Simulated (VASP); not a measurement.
# BN (a) (F-43m) in VASP: single point with PBE

Aim: the single point of BN (a) with PBE.

Program: VASP 6.6.1. These are calculated values, not measurements. Logs are shortened: lines on timing, memory, paths and dates and some standing lists are left out, and cuts for length are marked.

## (1) The cell of the first run

It takes space group F-43m (No. 216, cubic). Conventional cell: a = 3.625 Å, b = 3.625 Å, c = 3.625 Å, α = 90.00°, β = 90.00°, γ = 90.00°. B (site symmetry -43m) has 4 N at 1.57 Å within 2.1 Å. Within 2.1 Å of N (site symmetry -43m) lie 4 B at 1.57 Å.

## (2) Single point, PBE

INCAR

```
SYSTEM = BN
  ALGO = Normal
  EDIFF = 1E-6
  ENCUT = 600
  GGA = PE
  GGA_COMPAT = .FALSE.
  ISIF = 2
  ISMEAR = 0
  LASPH = .TRUE.
  LCHARG = .FALSE.
  LREAL = .FALSE.
  LWAVE = .FALSE.
  NBANDS = 11
  NELM = 120
  PREC = Accurate
  SIGMA = 0.02
```

KPOINTS

```
k-points
0
G
  12 12 12
  0 0 0
```

POSCAR

```
BN
1.0
    0.0000000000      1.8123266323      1.8123266323
    1.8123266323      0.0000000000      1.8123266323
    1.8123266323      1.8123266323      0.0000000000
B N
1 1
Direct
    0.0000000000      0.0000000000      0.0000000000
    0.2500000000      0.2500000000      0.2500000000
```

Potentials or basis: VASP PAW PBE potentials, release 64 (B, N).

Started as:

```
cat potpaw_PBE.64/B/POTCAR potpaw_PBE.64/N/POTCAR > POTCAR
mpirun -np 1 vasp_std > vasp.out
```

OUTCAR:

```text
SYSTEM = BN
   EDIFF = 1E-6
   ENCUT = 600
   GGA = PE
   ISIF = 2
   ISMEAR = 0
   LASPH = .TRUE.
   LREAL = .FALSE.
   NELM = 120
   PREC = Accurate

 ion  position               nearest neighbor table
   1  0.000  0.000  0.000-   2 1.57   2 1.57   2 1.57   2 1.57
   2  0.250  0.250  0.250-   1 1.57   1 1.57   1 1.57   1 1.57

  LATTYP: Found a face centered cubic cell.
 ALAT       =     3.6246532646

  Lattice vectors:

 A1 = (   0.0000000000,   1.8123266323,   1.8123266323)
 A2 = (   1.8123266323,   0.0000000000,   1.8123266323)
 A3 = (   1.8123266323,   1.8123266323,   0.0000000000)

Analysis of symmetry for initial positions (statically):
=====================================================================
 Subroutine PRICEL returns:
 Original cell was already a primitive cell.

 Routine SETGRP: Setting up the symmetry group for a
 face centered cubic supercell.

 Subroutine GETGRP returns: Found 24 space group operations
 (whereof 24 operations were pure point group operations)
 out of a pool of 48 trial point group operations.

The static configuration has the point symmetry T_d .

Analysis of symmetry for dynamics (positions and initial velocities):
=====================================================================
 Subroutine PRICEL returns:
 Original cell was already a primitive cell.

 Routine SETGRP: Setting up the symmetry group for a
 face centered cubic supercell.

 Subroutine GETGRP returns: Found 24 space group operations
 (whereof 24 operations were pure point group operations)
 out of a pool of 48 trial point group operations.

The dynamic configuration has the point symmetry T_d .

 Subroutine INISYM returns: Found 24 space group operations
 (whereof 24 operations are pure point group operations),
 and found     1 'primitive' translations

----------------------------------------------------------------------------------------

                                     Primitive cell

  volume of cell :      11.9053

  direct lattice vectors                    reciprocal lattice vectors
     0.000000000  1.812326632  1.812326632    -0.275888458  0.275888458  0.275888458
     1.812326632  0.000000000  1.812326632     0.275888458 -0.275888458  0.275888458
     1.812326632  1.812326632  0.000000000     0.275888458  0.275888458 -0.275888458

  length of vectors
     2.563016903  2.563016903  2.563016903     0.477852826  0.477852826  0.477852826

  position of ions in fractional coordinates (direct lattice)
     0.000000000  0.000000000  0.000000000
     0.250000000  0.250000000  0.250000000

  ion indices of the primitive-cell ions
   primitive index   ion index
                 1           1
                 2           2

----------------------------------------------------------------------------------------

 KPOINTS: k-points

Automatic generation of k-mesh.
 Grid dimensions read from file:
 generate k-points for:   12   12   12

 Generating k-lattice:

  Cartesian coordinates                     Fractional coordinates (reciprocal lattice)
    -0.022990705  0.022990705  0.022990705     0.083333333  0.000000000  0.000000000
     0.022990705 -0.022990705  0.022990705     0.000000000  0.083333333  0.000000000
     0.022990705  0.022990705 -0.022990705     0.000000000  0.000000000  0.083333333

  Length of vectors
     0.039821069  0.039821069  0.039821069

  Shift w.r.t. Gamma in fractional coordinates (k-lattice)
     0.000000000  0.000000000  0.000000000

 Subroutine IBZKPT returns following result:
 ===========================================

 Found     72 irreducible k-points:

 Following reciprocal coordinates:
            Coordinates               Weight
  0.000000  0.000000  0.000000      1.000000
  0.083333  0.000000  0.000000      8.000000
  0.166667  0.000000  0.000000      8.000000
  0.250000  0.000000  0.000000      8.000000
  0.333333  0.000000  0.000000      8.000000
  0.416667  0.000000  0.000000      8.000000
[... 16 lines left out ...]
  0.500000  0.166667  0.000000     24.000000
 -0.416667  0.166667  0.000000     24.000000
 [... further k-points ...]
   k-points           NKPTS =     72   k-points in BZ     NKDIM =     72   number of bands    NBANDS=     11
   number of dos      NEDOS =    301   number of ions     NIONS =      2
   total plane-waves  NPLWV =   8000
   dimension x,y,z NGX =    20 NGY =   20 NGZ =   20
   dimension x,y,z NGXF=    40 NGYF=   40 NGZF=   40
   ions per type =               1   1
   NGX,Y,Z   is equivalent  to a cutoff of  12.97, 12.97, 12.97 a.u.
   NGXF,Y,Z  is equivalent  to a cutoff of  25.95, 25.95, 25.95 a.u.
 SYSTEM =  BN
   PREC   = accura    normal or accurate (medium, high low for compatibility)
   ISTART =      0    job   : 0-new  1-cont  2-samecut
   ICHARG =      2    charge: 1-file 2-atom 10-const
   ISPIN  =      1    spin polarized calculation?
   LNONCOLLINEAR =      F non collinear calculations
   LSORBIT =      F    spin-orbit coupling
   LASPH  =      T    aspherical Exc in radial PAW
   ENCUT  =  600.0 eV  44.10 Ry    6.64 a.u.   5.12  5.12  5.12*2*pi/ulx,y,z
   NELM   =    120;   NELMIN=  2; NELMDL= -5     # of ELM steps
   EDIFF  = 0.1E-05   stopping-criterion for ELM
   LREAL  =      F    real-space projection
   EDIFFG = 0.1E-04   stopping-criterion for IOM
   NSW    =      0    number of steps for IOM
   IBRION =     -1    ionic relax: 0-MD 1-quasi-New 2-CG
   NFREE  =      0    steps in history (QN), initial steepest desc. (CG)
   ISIF   =      2    stress and relaxation
   ISYM   =      2    0-nonsym 1-usesym 2-fastsym
   POTIM  = 0.5000    time-step for ionic-motion
   TEBEG  =    0.0;   TEEND  =   0.0 temperature during run
   PSTRESS=    0.0 pullay stress
   NELECT =       8.0000    total number of electrons
   NUPDOWN=      -1.0000    fix difference up-down
   EMIN   =  10.00;   EMAX   =-10.00  energy-range for DOS
   EFERMI =   0.00;   METHOD = LEGACY
   ISMEAR =     0;   SIGMA  =   0.02  broadening in eV -4-tet -1-fermi 0-gaus
   EFERMI_NEDOS =   21; number of points for ismear=-14 and -15
   IALGO  =     38    algorithm
   IMIX   =      4    mixing-type and parameters
     AMIX     =   0.40;   BMIX     =  1.00
     AMIX_MAG =   1.60;   BMIX_MAG =  1.00
  volume/ion in A,a.u.               =       5.95        40.17
  Fermi-wavevector in a.u.,A,eV,Ry     =   1.433920  2.709717 27.975313  2.056128
  Thomas-Fermi vector in A             =   2.553386
   LORBIT       =      0    0 simple, 1 ext, 2 COOP (PROOUT), +10 PAW based schemes
   GGA     = PE    functional components
   LHFCALC =     F    Hartree Fock is set to
   AEXX    =    0.0000 exact exchange contribution
   IVDW    =     0    specifies the selected vdW correction
   LEPSILON=     F    determine dielectric tensor
   LRPA    =     F    only Hartree local field effects (RPA)
 non-spin polarized calculation
 Gauss-broadening in eV      SIGMA  =   0.02
  energy-cutoff  :      600.00
  volume of cell :       11.91
 maximum number of plane-waves:       415
   NGX = 11   NGY = 11   NGZ = 11

 number of electron       7.9999999 magnetization

 Free energy of the ion-electron system (eV)
  ---------------------------------------------------
  ext. energy  EPLUGINS =         0.00000000
  ---------------------------------------------------
  free energy    TOTEN  =       -17.45462959 eV

  energy without entropy =      -17.45462959  energy(sigma->0) =      -17.45462959

 E-fermi :   7.4059     XC(G=0): -12.7827

 val. band max:        7.3043167075   @ k =   0.0000   0.0000   0.0000
 cond. band min:      11.7552894271   @ k =   0.5000   0.5000   0.0000
 fundamental gap:      4.4509727196
 Fermi energy:         7.4058770744

 k-point     1 :       0.0000    0.0000    0.0000
  band No.  band energies     occupation
      1     -12.8358      2.00000
      2       7.3043      2.00000
      3       7.3043      2.00000
      4       7.3043      2.00000
      5      16.0860      0.00000
      6      16.0860      0.00000
      7      16.0860      0.00000
      8      17.5245      0.00000
      9      31.9066      0.00000
     10      34.9734      0.00000
     11      34.9734      0.00000

 k-point     2 :       0.0833    0.0000    0.0000
  band No.  band energies     occupation
      1     -12.6678      2.00000
      2       6.3969      2.00000
      3       7.1253      2.00000
      4       7.1253      2.00000
      5      16.2841      0.00000
      6      16.3578      0.00000
      7      16.3578      0.00000
      8      18.0942      0.00000
      9      31.7205      0.00000
     10      32.7789      0.00000
     11      32.7789      0.00000

 k-point     3 :       0.1667    0.0000    0.0000
  band No.  band energies     occupation
      1     -12.1705      2.00000
      2       4.3089      2.00000
      3       6.6894      2.00000
      4       6.6894      2.00000
      5      16.5799      0.00000
      6      16.9896      0.00000
      7      16.9896      0.00000
      8      19.4304      0.00000
      9      31.1949      0.00000
     10      31.2326      0.00000
     11      31.2326      0.00000

 k-point     4 :       0.2500    0.0000    0.0000
  band No.  band energies     occupation
      1     -11.3674      2.00000
      2       1.8576      2.00000
      3       6.1857      2.00000
      4       6.1857      2.00000
      5      16.8673      0.00000
      6      17.5946      0.00000
      7      17.5946      0.00000
      8      20.7697      0.00000
      9      30.6529      0.00000
     10      30.8282      0.00000
     11      30.8282      0.00000

 k-point     5 :       0.3333    0.0000    0.0000
  band No.  band energies     occupation
      1     -10.3221      2.00000
      2      -0.5161      2.00000
      3       5.7558      2.00000
      4       5.7558      2.00000
      5      17.1185      0.00000
      6      17.9080      0.00000
      7      17.9080      0.00000
      8      21.7438      0.00000
      9      30.4235      0.00000
     10      31.6113      0.00000
     11      31.6113      0.00000
[... 211 lines left out ...]
 k-point    21 :       0.3333    0.1667    0.0000
  band No.  band energies     occupation
      1     -10.4891      2.00000
      2       1.2560      2.00000
      3       4.5565      2.00000
      4       4.8328      2.00000
      5      15.3630      0.00000
      6      19.5006      0.00000
      7      20.0312      0.00000
      8      20.0435      0.00000
      9      26.6905      0.00000
     10      33.6021      0.00000
     11      35.3301      0.00000

 k-point    22 :       0.4167    0.1667    0.0000
  band No.  band energies     occupation
      1      -9.4336      2.00000
      2      -0.8197      2.00000
      3       4.1887      2.00000
      4       4.3738      2.00000
      5      15.7705      0.00000
      6      19.6282      0.00000
      7      20.1195      0.00000
      8      20.9881      0.00000
      9      27.5986      0.00000
     10      33.3815      0.00000
     11      35.5955      0.00000

 k-point    23 :       0.5000    0.1667    0.0000
  band No.  band energies     occupation
      1      -8.4785      2.00000
      2      -2.3597      2.00000
      3       3.6071      2.00000
      4       4.4456      2.00000
      5      16.1264      0.00000
      6      19.5584      0.00000
      7      19.8797      0.00000
      8      22.2814      0.00000
      9      27.9728      0.00000
     10      33.5536      0.00000
     11      34.7997      0.00000

 k-point    24 :      -0.4167    0.1667    0.0000
  band No.  band energies     occupation
      1      -8.2964      2.00000
      2      -2.6247      2.00000
      3       3.2081      2.00000
      4       4.7579      2.00000
      5      16.5770      0.00000
      6      19.4113      0.00000
      7      19.4872      0.00000
      8      22.8904      0.00000
      9      28.2595      0.00000
     10      32.5558      0.00000
     11      33.8240      0.00000

 [... further k-points ...]

------------------------ aborting loop because EDIFF is reached ----------------------------------------

  FORCE on cell =-STRESS in cart. coord.  units (eV):
  Direction    XX          YY          ZZ          XY          YZ          ZX
  --------------------------------------------------------------------------------------
  -------------------------------------------------------------------------------------
  Total       -0.0015195     -0.0015195     -0.0015195     -0.0000000      0.0000000     -0.0000000
  in kB       -0.2044926     -0.2044926     -0.2044926     -0.0000000      0.0000000     -0.0000000
  external PRESSURE =      -0.2044926 kB  Pullay stress =       0.0000000 kB

 VOLUME and BASIS-vectors are now :
 -----------------------------------------------------------------------------
  energy-cutoff  :      600.00
  volume of cell :       11.91
      direct lattice vectors                 reciprocal lattice vectors
     0.000000000  1.812326632  1.812326632    -0.275888458  0.275888458  0.275888458
     1.812326632  0.000000000  1.812326632     0.275888458 -0.275888458  0.275888458
     1.812326632  1.812326632  0.000000000     0.275888458  0.275888458 -0.275888458

 POSITION                                       TOTAL-FORCE (eV/Angst)
 -----------------------------------------------------------------------------------
      0.00000      0.00000      0.00000         0.000000      0.000000      0.000000
      0.90616      0.90616      0.90616        -0.000000     -0.000000     -0.000000
 -----------------------------------------------------------------------------------
    total drift:                                0.000000      0.000000      0.000000

  FREE ENERGIE OF THE ION-ELECTRON SYSTEM (eV)
  ---------------------------------------------------
  free  energy   TOTEN  =       -17.4546295904 eV

  energy  without entropy=      -17.4546295904  energy(sigma->0) =      -17.45462959
```

Wall time 10 s (1 thread of Intel Xeon 8259CL, shared host); peak memory 0.13 GiB.

Results:

| Quantity | Value |
| --- | --- |
| Free energy | -17.4546 eV |
| Pressure | 0.0 GPa |
| Band gap on the k mesh | 4.45 eV, indirect (least direct gap 8.78 eV) |
